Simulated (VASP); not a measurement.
The system is La.

```xyz
1
Lattice="3.4316 0.0000 0.0000 0.0000 3.4316 0.0000 0.0000 0.0000 3.4316" Properties=species:S:1:pos:R:3 pbc="T T T"
La    0.0000    0.0000    0.0000
```

This isn't the form of La at room conditions, which is double hcp.

```yaml
Program: VASP 6.6.1
Task: relaxation of cell and atoms
Functional: r2SCAN
Potentials_or_basis: VASP PAW PBE potentials, release 64 (La)
Cutoff: 600 eV
k_mesh: 9 × 9 × 9
Occupations: fermi-dirac, width 0.1 eV
Spin: no spin polarisation
```

At the start: pressure -2.5 GPa; volume 40.41 Å³/atom.

How do energy, volume and symmetry change on relaxing?

Over 3 steps the energy falls by 37.7 meV/atom and the volume is 35.98 Å³/atom (-10.9 %); space group Pm-3m (No. 221, to 0.1 Å) before and after.

The path:
| step | energy change (eV) | largest force (eV/Å) | pressure (GPa) | volume (Å³) |
| --- | --- | --- | --- | --- |
| 1 | 0.0000 | 0.0000 | -2.48 | 40.41 |
| 2 | -0.0358 | 0.0000 | -0.63 | 36.86 |
| 3 | -0.0377 | 0.0000 | -0.03 | 35.98 |

Final structure:
```xyz
1
Lattice="3.3015 0.0000 0.0000 0.0000 3.3015 0.0000 0.0000 0.0000 3.3015" Properties=species:S:1:pos:R:3 pbc="T T T"
La    0.0000    0.0000    0.0000
```

Caveat: the PAW data sets were made with another functional, which shifts forces and pressure a little.
